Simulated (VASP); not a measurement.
# K2S (Fm-3m) in VASP: a series of runs, part 2 of 2

VASP 6.6.1. Earlier steps stand in the parts before.

### Step 3. Single point, PBE (volume changed by +6%)

Input file INCAR:

```
PREC = Accurate
ENCUT = 500
EDIFF = 1E-6
ISMEAR = 0
SIGMA = 0.01
LREAL = False
LASPH = True
NELM = 120
ALGO = Normal
ISIF = 2
LWAVE = False
LCHARG = False
GGA = PE
NBANDS = 19
GGA_COMPAT = False
```

Input file KPOINTS:

```
Automatic mesh
0
Gamma
  6 6 6
```

Input file POSCAR:

```
K2S
1.0
    0.0000000000      3.8037985039      3.8037985039
    3.8037985039      0.0000000000      3.8037985039
    3.8037985039      3.8037985039      0.0000000000
K S
2 1
Direct
    0.2500000000      0.2500000000      0.2500000000
    0.7500000000      0.7500000000      0.7500000000
    0.0000000000      0.0000000000      0.0000000000
```

Potentials or basis: VASP PAW PBE potentials, release 64 (K_sv, S).

Started as:

```console
$ cat potpaw_PBE.64/K_sv/POTCAR potpaw_PBE.64/S/POTCAR > POTCAR
$ mpirun -np 1 vasp_std > vasp.out
```

OUTCAR:

```text
PREC = Accurate
   ENCUT = 500
   EDIFF = 1E-6
   ISMEAR = 0
   LREAL = False
   LASPH = True
   NELM = 120
   ISIF = 2
   GGA = PE

 ion  position               nearest neighbor table
   1  0.250  0.250  0.250-   3 3.29   3 3.29   3 3.29   3 3.29   2 3.80   2 3.80   2 3.80   2 3.80
                             2 3.80   2 3.80
   2  0.750  0.750  0.750-   3 3.29   3 3.29   3 3.29   3 3.29   1 3.80   1 3.80   1 3.80   1 3.80
                             1 3.80   1 3.80
   3  0.000  0.000  0.000-   1 3.29   2 3.29   2 3.29   2 3.29   2 3.29   1 3.29   1 3.29   1 3.29

  LATTYP: Found a face centered cubic cell.
 ALAT       =     7.6075970078

  Lattice vectors:

 A1 = (   0.0000000000,   3.8037985039,   3.8037985039)
 A2 = (   3.8037985039,   0.0000000000,   3.8037985039)
 A3 = (   3.8037985039,   3.8037985039,   0.0000000000)

Analysis of symmetry for initial positions (statically):
=====================================================================
 Subroutine PRICEL returns:
 Original cell was already a primitive cell.

 Routine SETGRP: Setting up the symmetry group for a
 face centered cubic supercell.

 Subroutine GETGRP returns: Found 48 space group operations
[... 157 lines left out ...]

 E-fermi :  -0.5246     XC(G=0):  -7.0460

 val. band max:       -0.6004966616   @ k =   0.5000   0.5000   0.0000
 cond. band min:       1.5772845892   @ k =   0.0000   0.0000   0.0000
 fundamental gap:      2.1777812508
 Fermi energy:        -0.5246315582

 k-point     1 :       0.0000    0.0000    0.0000
  band No.  band energies     occupation
      1     -29.9839      2.00000
      2     -29.9247      2.00000
      3     -13.5533      2.00000
      4     -13.5533      2.00000
      5     -13.5533      2.00000
      6     -13.3642      2.00000
[... 329 lines left out ...]
      6     -13.4036      2.00000
[... 11 lines left out ...]
     18       6.6584      0.00000
     19       6.7581      0.00000

------------------------ aborting loop because EDIFF is reached ----------------------------------------

  FORCE on cell =-STRESS in cart. coord.  units (eV):
  Direction    XX          YY          ZZ          XY          YZ          ZX
  --------------------------------------------------------------------------------------
  -------------------------------------------------------------------------------------
  Total       -0.6245435     -0.6245435     -0.6245435     -0.0000000     -0.0000000     -0.0000000
  in kB       -9.0905631     -9.0905631     -9.0905631     -0.0000000     -0.0000000     -0.0000000
  external PRESSURE =      -9.0905631 kB  Pullay stress =       0.0000000 kB

 VOLUME and BASIS-vectors are now :
 -----------------------------------------------------------------------------
  energy-cutoff  :      500.00
  volume of cell :      110.07
      direct lattice vectors                 reciprocal lattice vectors
     0.000000000  3.803798504  3.803798504    -0.131447552  0.131447552  0.131447552
     3.803798504  0.000000000  3.803798504     0.131447552 -0.131447552  0.131447552
     3.803798504  3.803798504  0.000000000     0.131447552  0.131447552 -0.131447552

 POSITION                                       TOTAL-FORCE (eV/Angst)
 -----------------------------------------------------------------------------------
      1.90190      1.90190      1.90190         0.000000      0.000000      0.000000
      5.70570      5.70570      5.70570        -0.000000     -0.000000     -0.000000
      0.00000      0.00000      0.00000         0.000000      0.000000      0.000000
 -----------------------------------------------------------------------------------
    total drift:                               -0.000000     -0.000000      0.000000

  FREE ENERGIE OF THE ION-ELECTRON SYSTEM (eV)
  ---------------------------------------------------
  free  energy   TOTEN  =        -9.4039978186 eV

  energy  without entropy=       -9.4039978186  energy(sigma->0) =       -9.40399782
```

stdout:

```text
POSCAR found type information on POSCAR K S
 POSCAR found :  2 types and       3 ions
 scaLAPACK will be used
 LDA part: xc-table for (Slater+PW92), standard interpolation
 POSCAR, INCAR and KPOINTS ok, starting setup
 FFT: planning ... GRIDC
 FFT: planning ... GRID_SOFT
 FFT: planning ... GRID
 WAVECAR not read
 entering main loop
```

Run time: 25 s. Hardware: 1 thread of AMD EPYC 9R45 (Zen 5), shared host; peak memory 0.21 GiB.

Results:

| Property | Result |
| --- | --- |
| Free energy | -9.4040 eV |
| Pressure | -0.9 GPa |
| Band gap on the k mesh | 2.18 eV, indirect (least direct gap 2.31 eV) |
